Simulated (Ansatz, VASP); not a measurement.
AlNi: VASP beside Ansatz

```
Al Ni
1.0
     2.88100    0.00000    0.00000
     0.00000    2.88100    0.00000
     0.00000    0.00000    2.88100
Al Ni
1 1
Direct
  0.00000 0.00000 0.00000
  0.46529 0.50000 0.46529
```

Alike in both runs: task single point; functional PBEsol; k mesh 16 × 16 × 16; occupations gaussian, width 0.15 eV; no spin polarisation.

|  | VASP | Ansatz |
| --- | --- | --- |
| version | VASP 6.6.1 | Ansatz 0.2.0 |
| potentials or method | VASP PAW PBE potentials, release 64 (Al, Ni), cutoff 520 eV | scalar-relativistic, plane waves, PAW |
| valence electrons in the cell | 13 | 21 |

Ansatz gave:

| Quantity | Value |
| --- | --- |
| gap on the k mesh at the Fermi level (eV) | none |
| pressure (GPa) | -1.9 |
| traceless stress, the component that is largest in VASP (GPa) | 1.42 |
| rms of the force components (eV/Å) | 0.485 |

Problem. Estimate VASP's values.

Solution. gap on the k mesh at the Fermi level (eV): none; pressure (GPa): -1.7; traceless stress, the component that is largest in VASP (GPa): 1.43; rms of the force components (eV/Å): 0.488.

VASP's potentials were made for PBE, not for PBEsol. Atom by atom the forces differ by 0.003 eV/Å (rms over components). A gap of «none» marks a metal or a gap that the smearing closes. VASP's potentials hold 13 valence electrons a cell and Ansatz's 21, so a difference there can come from the potentials and not from the codes.
